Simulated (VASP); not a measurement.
Input of a VASP 6.6.1 run:

INCAR

```
PREC = Accurate
ENCUT = 520
EDIFF = 1E-7
ISMEAR = 0
SIGMA = 0.1
LREAL = False
LASPH = True
NELM = 100
ALGO = Normal
ISIF = 2
LWAVE = False
LCHARG = False
LDIPOL = True
IDIPOL = 3
DIPOL = 0.5 0.5 0.336
GGA = PE
IVDW = 12
NBANDS = 36
```

KPOINTS

```
Automatic mesh
0
Gamma
  7 7 1
```

POSCAR

```
Ge4H
1.0
    4.0303587907      0.0000000000      0.0000000000
    0.0000000000      4.0303587907      0.0000000000
    0.0000000000      0.0000000000     21.6416627718
Ge H
4 1
Direct
    0.0000000000      0.5000000000      0.1848286817
    0.0000000000      0.0000000000      0.2506714513
    0.5000000000      0.0000000000      0.3196569899
    0.5000000000      0.5000000000      0.3854446333
    1.0000000000      0.8750000000      0.5379282957
```

Potentials or basis: VASP PAW PBE potentials, release 64 (Ge_d, H).

Command:

```sh
$ cat potpaw_PBE.64/Ge_d/POTCAR potpaw_PBE.64/H/POTCAR > POTCAR
$ mpirun -np 1 vasp_std > vasp.out
```

(1) Predict the largest force.

(2) What does it give for the dispersion energy per atom?

(3) Predict the band gap on the k mesh.

Answers

(1) 0.270 eV/Å.

(2) -0.176 eV.

(3) zero (an odd number of electrons rules out a gap without spin polarisation).
